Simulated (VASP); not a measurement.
# GaN (F-43m) in VASP: notebook

GaN is run at these levels: PBEsol; tasks: single point.

Program: VASP 6.6.1. These are calculated values, not measurements. Logs are shortened: lines on timing, memory, paths and dates and some standing lists are left out, and cuts for length are marked.

### 1 The cell of the first run

It takes space group F-43m (No. 216, cubic). Conventional cell: a = 4.319 Å, b = 4.319 Å, c = 4.319 Å, α = 90.00°, β = 90.00°, γ = 90.00°. Within 2.5 Å of Ga (site symmetry -43m) lie 4 N at 1.87 Å. Within 2.5 Å of N (site symmetry -43m) lie 4 Ga at 1.87 Å.

### 2 Single point, PBEsol

Contents of INCAR:

```
PREC     = Accurate       # precision mode
ENCUT    = 520            # plane-wave cutoff, eV
EDIFF    = 1E-6           # SCF threshold, eV
ISMEAR   = -1             # smearing method
SIGMA    = 0.05           # smearing width, eV
LREAL    = F              # projectors in reciprocal space
LASPH    = T              # aspherical terms in the spheres
NELM     = 60             # most SCF steps
ALGO     = Normal         # electronic algorithm
ISIF     = 2              # what is computed and relaxed
LWAVE    = F              # write WAVECAR
LCHARG   = T              # write CHGCAR
GGA      = PS             # functional
LELF     = T              # ELF
LVHAR    = T            
NBANDS   = 16             # bands
```

Contents of KPOINTS:

```
Automatic mesh
0
Gamma
  10 10 10
```

Contents of POSCAR:

```
GaN
1.0
    0.0000000000      2.1593127637      2.1593127637
    2.1593127637      0.0000000000      2.1593127637
    2.1593127637      2.1593127637      0.0000000000
Ga N
1 1
Direct
    0.0000000000      0.0000000000      0.0000000000
    0.2500000000      0.2500000000      0.2500000000
```

Potentials or basis: VASP PAW PBE potentials, release 64 (Ga_d, N).

Started as:

```bash
$ cat potpaw_PBE.64/Ga_d/POTCAR potpaw_PBE.64/N/POTCAR > POTCAR
$ mpirun -np 1 vasp_std > vasp.out
```

OUTCAR:

```text
PREC = Accurate
   ENCUT = 520
   EDIFF = 1E-6
   ISMEAR = -1
   LREAL = F
   LASPH = T
   NELM = 60
   ISIF = 2
   GGA = PS

 ion  position               nearest neighbor table
   1  0.000  0.000  0.000-   2 1.87   2 1.87   2 1.87   2 1.87
   2  0.250  0.250  0.250-   1 1.87   1 1.87   1 1.87   1 1.87

  LATTYP: Found a face centered cubic cell.
 ALAT       =     4.3186255274

  Lattice vectors:

 A1 = (   0.0000000000,   2.1593127637,   2.1593127637)
 A2 = (   2.1593127637,   0.0000000000,   2.1593127637)
 A3 = (   2.1593127637,   2.1593127637,   0.0000000000)

Analysis of symmetry for initial positions (statically):
=====================================================================
 Subroutine PRICEL returns:
 Original cell was already a primitive cell.

 Routine SETGRP: Setting up the symmetry group for a
 face centered cubic supercell.

 Subroutine GETGRP returns: Found 24 space group operations
 (whereof 24 operations were pure point group operations)
 out of a pool of 48 trial point group operations.

The static configuration has the point symmetry T_d .

Analysis of symmetry for dynamics (positions and initial velocities):
=====================================================================
 Subroutine PRICEL returns:
 Original cell was already a primitive cell.

 Routine SETGRP: Setting up the symmetry group for a
 face centered cubic supercell.

 Subroutine GETGRP returns: Found 24 space group operations
 (whereof 24 operations were pure point group operations)
 out of a pool of 48 trial point group operations.

The dynamic configuration has the point symmetry T_d .

 Subroutine INISYM returns: Found 24 space group operations
 (whereof 24 operations are pure point group operations),
 and found     1 'primitive' translations

----------------------------------------------------------------------------------------

                                     Primitive cell

  volume of cell :      20.1362

  direct lattice vectors                    reciprocal lattice vectors
     0.000000000  2.159312764  2.159312764    -0.231555154  0.231555154  0.231555154
     2.159312764  0.000000000  2.159312764     0.231555154 -0.231555154  0.231555154
     2.159312764  2.159312764  0.000000000     0.231555154  0.231555154 -0.231555154

  length of vectors
     3.053729396  3.053729396  3.053729396     0.401065292  0.401065292  0.401065292

  position of ions in fractional coordinates (direct lattice)
     0.000000000  0.000000000  0.000000000
     0.250000000  0.250000000  0.250000000

  ion indices of the primitive-cell ions
   primitive index   ion index
                 1           1
                 2           2

----------------------------------------------------------------------------------------

 KPOINTS: Automatic mesh

Automatic generation of k-mesh.
 Grid dimensions read from file:
 generate k-points for:   10   10   10

 Generating k-lattice:

  Cartesian coordinates                     Fractional coordinates (reciprocal lattice)
    -0.023155515  0.023155515  0.023155515     0.100000000  0.000000000  0.000000000
     0.023155515 -0.023155515  0.023155515     0.000000000  0.100000000  0.000000000
     0.023155515  0.023155515 -0.023155515     0.000000000  0.000000000  0.100000000

  Length of vectors
     0.040106529  0.040106529  0.040106529

  Shift w.r.t. Gamma in fractional coordinates (k-lattice)
     0.000000000  0.000000000  0.000000000

 Subroutine IBZKPT returns following result:
 ===========================================

 Found     47 irreducible k-points:

 Following reciprocal coordinates:
            Coordinates               Weight
  0.000000  0.000000  0.000000      1.000000
  0.100000  0.000000  0.000000      8.000000
  0.200000  0.000000  0.000000      8.000000
  0.300000  0.000000  0.000000      8.000000
  0.400000  0.000000  0.000000      8.000000
  0.500000  0.000000  0.000000      4.000000
[... 16 lines left out ...]
  0.300000  0.300000  0.000000      6.000000
  0.400000  0.300000  0.000000     24.000000
 [... further k-points ...]
   k-points           NKPTS =     47   k-points in BZ     NKDIM =     47   number of bands    NBANDS=     16
   number of dos      NEDOS =    301   number of ions     NIONS =      2
   total plane-waves  NPLWV =  13824
   dimension x,y,z NGX =    24 NGY =   24 NGZ =   24
   dimension x,y,z NGXF=    48 NGYF=   48 NGZF=   48
   ions per type =               1   1
   NGX,Y,Z   is equivalent  to a cutoff of  13.07, 13.07, 13.07 a.u.
   NGXF,Y,Z  is equivalent  to a cutoff of  26.13, 26.13, 26.13 a.u.
 SYSTEM =  unknown system
   PREC   = accura    normal or accurate (medium, high low for compatibility)
   ISTART =      0    job   : 0-new  1-cont  2-samecut
   ICHARG =      2    charge: 1-file 2-atom 10-const
   ISPIN  =      1    spin polarized calculation?
   LNONCOLLINEAR =      F non collinear calculations
   LSORBIT =      F    spin-orbit coupling
   LASPH  =      T    aspherical Exc in radial PAW
   ENCUT  =  520.0 eV  38.22 Ry    6.18 a.u.   5.68  5.68  5.68*2*pi/ulx,y,z
   NELM   =     60;   NELMIN=  2; NELMDL= -5     # of ELM steps
   EDIFF  = 0.1E-05   stopping-criterion for ELM
   LREAL  =      F    real-space projection
   EDIFFG = 0.1E-04   stopping-criterion for IOM
   NSW    =      0    number of steps for IOM
   IBRION =     -1    ionic relax: 0-MD 1-quasi-New 2-CG
   NFREE  =      0    steps in history (QN), initial steepest desc. (CG)
   ISIF   =      2    stress and relaxation
   ISYM   =      2    0-nonsym 1-usesym 2-fastsym
   POTIM  = 0.5000    time-step for ionic-motion
   TEBEG  =    0.0;   TEEND  =   0.0 temperature during run
   PSTRESS=    0.0 pullay stress
   NELECT =      18.0000    total number of electrons
   NUPDOWN=      -1.0000    fix difference up-down
   EMIN   =  10.00;   EMAX   =-10.00  energy-range for DOS
   EFERMI =   0.00;   METHOD = LEGACY
   ISMEAR =    -1;   SIGMA  =   0.05  broadening in eV -4-tet -1-fermi 0-gaus
   EFERMI_NEDOS =   21; number of points for ismear=-14 and -15
   IALGO  =     38    algorithm
   IMIX   =      4    mixing-type and parameters
     AMIX     =   0.40;   BMIX     =  1.00
     AMIX_MAG =   1.60;   BMIX_MAG =  1.00
  volume/ion in A,a.u.               =      10.07        67.94
  Fermi-wavevector in a.u.,A,eV,Ry     =   1.577031  2.980156 33.838036  2.487025
  Thomas-Fermi vector in A             =   2.677774
   LORBIT       =      0    0 simple, 1 ext, 2 COOP (PROOUT), +10 PAW based schemes
   GGA     = PS    functional components
   LHFCALC =     F    Hartree Fock is set to
   AEXX    =    0.0000 exact exchange contribution
   IVDW    =     0    specifies the selected vdW correction
   LEPSILON=     F    determine dielectric tensor
   LRPA    =     F    only Hartree local field effects (RPA)
 non-spin polarized calculation
  energy-cutoff  :      520.00
  volume of cell :       20.14
 maximum number of plane-waves:       552
   NGX = 11   NGY = 11   NGZ = 11

 number of electron      17.9999991 magnetization

 Free energy of the ion-electron system (eV)
  ---------------------------------------------------
  ext. energy  EPLUGINS =         0.00000000
  ---------------------------------------------------
  free energy    TOTEN  =       -12.90574742 eV

  energy without entropy =      -12.90574742  energy(sigma->0) =      -12.90574742

 E-fermi :   7.6403     XC(G=0): -12.6069

 val. band max:        6.6537247298   @ k =   0.0000   0.0000   0.0000
 cond. band min:       9.1529848372   @ k =   0.0000   0.0000   0.0000
 fundamental gap:      2.4992601074
 Fermi energy:         7.6402716298

 k-point     1 :       0.0000    0.0000    0.0000
  band No.  band energies     occupation
      1     -10.4771      2.00000
      2      -6.9477      2.00000
      3      -6.9477      2.00000
      4      -6.9477      2.00000
      5      -6.4671      2.00000
      6      -6.4671      2.00000
[... 8 lines left out ...]
     15      26.3257      0.00000
     16      26.3257      0.00000

 k-point     2 :       0.1000    0.0000    0.0000
  band No.  band energies     occupation
      1     -10.3357      2.00000
      2      -6.9280      2.00000
      3      -6.9280      2.00000
      4      -6.9190      2.00000
      5      -6.4694      2.00000
      6      -6.4694      2.00000
[... 8 lines left out ...]
     15      24.9612      0.00000
     16      25.0182      0.00000

 k-point     3 :       0.2000    0.0000    0.0000
  band No.  band energies     occupation
      1      -9.9624      2.00000
      2      -6.8819      2.00000
      3      -6.8819      2.00000
      4      -6.7828      2.00000
      5      -6.4685      2.00000
      6      -6.4685      2.00000
[... 8 lines left out ...]
     15      24.1589      0.00000
     16      24.1589      0.00000

 k-point     4 :       0.3000    0.0000    0.0000
  band No.  band energies     occupation
      1      -9.5191      2.00000
      2      -6.8407      2.00000
      3      -6.8407      2.00000
      4      -6.4495      2.00000
      5      -6.4495      2.00000
      6      -6.3990      2.00000
[... 8 lines left out ...]
     15      24.8175      0.00000
     16      24.8175      0.00000

 k-point     5 :       0.4000    0.0000    0.0000
  band No.  band energies     occupation
      1      -9.2125      2.00000
      2      -6.8229      2.00000
      3      -6.8229      2.00000
      4      -6.4167      2.00000
      5      -6.4167      2.00000
      6      -5.6957      2.00000
[... 8 lines left out ...]
     15      26.5278      0.00000
     16      26.5278      0.00000

 k-point     6 :       0.5000    0.0000    0.0000
  band No.  band energies     occupation
      1      -9.1150      2.00000
      2      -6.8197      2.00000
      3      -6.8197      2.00000
      4      -6.4001      2.00000
      5      -6.4001      2.00000
      6      -5.1958      2.00000
[... 8 lines left out ...]
     15      27.7879      0.00000
     16      27.7879      0.00000

 k-point     7 :       0.1000    0.1000    0.0000
  band No.  band energies     occupation
      1     -10.2889      2.00000
      2      -6.9310      2.00000
      3      -6.9107      2.00000
      4      -6.9107      2.00000
      5      -6.4837      2.00000
      6      -6.4565      2.00000
[... 8 lines left out ...]
     15      27.1098      0.00000
     16      27.1100      0.00000

 k-point     8 :       0.2000    0.1000    0.0000
  band No.  band energies     occupation
      1      -9.9934      2.00000
      2      -6.8941      2.00000
      3      -6.8632      2.00000
      4      -6.8250      2.00000
      5      -6.4900      2.00000
      6      -6.4463      2.00000
[... 8 lines left out ...]
     15      26.2367      0.00000
     16      26.3042      0.00000

 k-point     9 :       0.3000    0.1000    0.0000
  band No.  band energies     occupation
      1      -9.5744      2.00000
      2      -6.8490      2.00000
      3      -6.8158      2.00000
      4      -6.6097      2.00000
      5      -6.4286      2.00000
      6      -6.4005      2.00000
[... 8 lines left out ...]
     15      25.3611      0.00000
     16      26.3677      0.00000
[... 172 lines left out ...]
 k-point    19 :       0.5000    0.2000    0.0000
  band No.  band energies     occupation
      1      -8.9989      2.00000
      2      -6.8068      2.00000
      3      -6.7060      2.00000
      4      -6.5451      2.00000
      5      -6.3943      2.00000
      6      -5.1156      2.00000
[... 8 lines left out ...]
     15      28.1883      0.00000
     16      28.8011      0.00000

 k-point    20 :      -0.4000    0.2000    0.0000
  band No.  band energies     occupation
      1      -8.9833      2.00000
      2      -6.8110      2.00000
      3      -6.7149      2.00000
      4      -6.4969      2.00000
      5      -6.4304      2.00000
      6      -4.9336      2.00000
[... 8 lines left out ...]
     15      26.4927      0.00000
     16      28.2486      0.00000

 k-point    21 :      -0.3000    0.2000    0.0000
  band No.  band energies     occupation
      1      -9.1081      2.00000
      2      -6.8108      2.00000
      3      -6.7415      2.00000
      4      -6.4954      2.00000
      5      -6.4801      2.00000
      6      -5.5436      2.00000
[... 8 lines left out ...]
     15      25.3174      0.00000
     16      28.6802      0.00000

 k-point    22 :      -0.2000    0.2000    0.0000
  band No.  band energies     occupation
      1      -9.3802      2.00000
      2      -6.8212      2.00000
      3      -6.7952      2.00000
      4      -6.5432      2.00000
      5      -6.5027      2.00000
      6      -6.1495      2.00000
[... 8 lines left out ...]
     15      25.2662      0.00000
     16      28.6385      0.00000

 k-point    23 :       0.3000    0.3000    0.0000
  band No.  band energies     occupation
      1      -9.2445      2.00000
      2      -6.8000      2.00000
      3      -6.6700      2.00000
      4      -6.6700      2.00000
      5      -6.3946      2.00000
      6      -6.1770      2.00000
[... 8 lines left out ...]
     15      29.8767      0.00000
     16      31.1757      0.00000

 k-point    24 :       0.4000    0.3000    0.0000
  band No.  band energies     occupation
      1      -9.0310      2.00000
      2      -6.8050      2.00000
      3      -6.6211      2.00000
      4      -6.6173      2.00000
      5      -6.3801      2.00000
      6      -5.6994      2.00000
[... 8 lines left out ...]
     15      30.4036      0.00000
     16      30.9714      0.00000

 [... further k-points ...]
[... 5 lines left out ...]
  --------------------------------------------------------------------------------------
  -------------------------------------------------------------------------------------
  Total        3.7253266      3.7253266      3.7253266     -0.0000000      0.0000000      0.0000000
  in kB      296.4137107    296.4137107    296.4137107     -0.0000000      0.0000000      0.0000000
  external PRESSURE =     296.4137107 kB  Pullay stress =       0.0000000 kB

 VOLUME and BASIS-vectors are now :
 -----------------------------------------------------------------------------
  energy-cutoff  :      520.00
  volume of cell :       20.14
      direct lattice vectors                 reciprocal lattice vectors
     0.000000000  2.159312764  2.159312764    -0.231555154  0.231555154  0.231555154
     2.159312764  0.000000000  2.159312764     0.231555154 -0.231555154  0.231555154
     2.159312764  2.159312764  0.000000000     0.231555154  0.231555154 -0.231555154

 POSITION                                       TOTAL-FORCE (eV/Angst)
 -----------------------------------------------------------------------------------
      0.00000      0.00000      0.00000         0.000000      0.000000     -0.000000
      1.07966      1.07966      1.07966        -0.000000     -0.000000      0.000000
 -----------------------------------------------------------------------------------
    total drift:                                0.000002      0.000002      0.000002

  FREE ENERGIE OF THE ION-ELECTRON SYSTEM (eV)
  ---------------------------------------------------
  free  energy   TOTEN  =       -12.9057474216 eV

  energy  without entropy=      -12.9057474216  energy(sigma->0) =      -12.90574742
```

Run time: 12 s. Hardware: 1 thread of Intel Xeon 6975P-C, shared host; peak memory 0.15 GiB.

Results:

| Property | Result |
| --- | --- |
| Free energy | -12.9057 eV |
| Pressure | 29.6 GPa |
| Band gap on the k mesh | 2.50 eV, direct |

Caveat: the PAW data sets were made with another functional, which shifts forces and pressure a little.

(Continued in part 2 of 2.)
